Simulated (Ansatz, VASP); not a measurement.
## Ti in VASP and in Ansatz

INCAR

```
ALGO     = Normal         # electronic algorithm
EDIFF    = 1E-8           # SCF threshold, eV
ENCUT    = 520            # plane-wave cutoff, eV
ISIF     = 2              # what is computed and relaxed
ISMEAR   = -1             # smearing method
LASPH    = T              # aspherical terms in the spheres
LCHARG   = F              # write CHGCAR
LEFG     = T            
LREAL    = F              # projectors in reciprocal space
LWAVE    = F              # write WAVECAR
NBANDS   = 12             # bands
NELM     = 80             # most SCF steps
PREC     = Accurate       # precision mode
SIGMA    = 0.05           # smearing width, eV
```

Contents of KPOINTS:

```
k-points
0
Gamma
  14 14 14
```

POSCAR

```
Ti
1.0
    0.0000000000      2.0232106516      2.0232106516
    2.0232106516      0.0000000000      2.0232106516
    2.0232106516      2.0232106516      0.0000000000
Ti
1
Direct
    0.0000000000      0.0000000000      0.0000000000
```

Input for Ansatz:

```yaml
crystal:
  lattice:
    - [0.0, 2.0232106516, 2.0232106516]
    - [2.0232106516, 0.0, 2.0232106516]
    - [2.0232106516, 2.0232106516, 0.0]
  atoms:
    - { symbol: Ti, position: [0.0, 0.0, 0.0] }
kpoints:
  mp_grid: { grid: [14, 14, 14] }
scf:
  occupations: { method: fermi_dirac, width: 0.05 }
hamiltonian:
  xc: lda
  pseudopotentials: { kind: all_electron, datasets: crystal }
output:
  forces: true
  stress: true
  eigenvalues: true
  efg: { contact_densities: true }
```

Change from the starting cell: volume scaled by 0.99, crystal datasets.

Alike in both runs: task electric field gradients; functional LDA; k mesh 14 × 14 × 14; occupations fermi-dirac, width 0.05 eV; no spin polarisation.

|  | VASP | Ansatz |
| --- | --- | --- |
| version | VASP 6.6.1 | Ansatz 0.2.0 |
| potentials or method | VASP PAW LDA potentials, release 64 (Ti_sv), cutoff 520 eV | all-electron PAW with datasets made for the crystal, scalar-relativistic |

|  | VASP | Ansatz | Ansatz less VASP |
| --- | --- | --- | --- |
| pressure (GPa) | -3.9 | -3.8 | +0.15 |

LDA's correlation is that of Perdew and Zunger in VASP and of Perdew and Wang (1992) in Ansatz. Ansatz ran all-electron here, and VASP with PAW potentials.
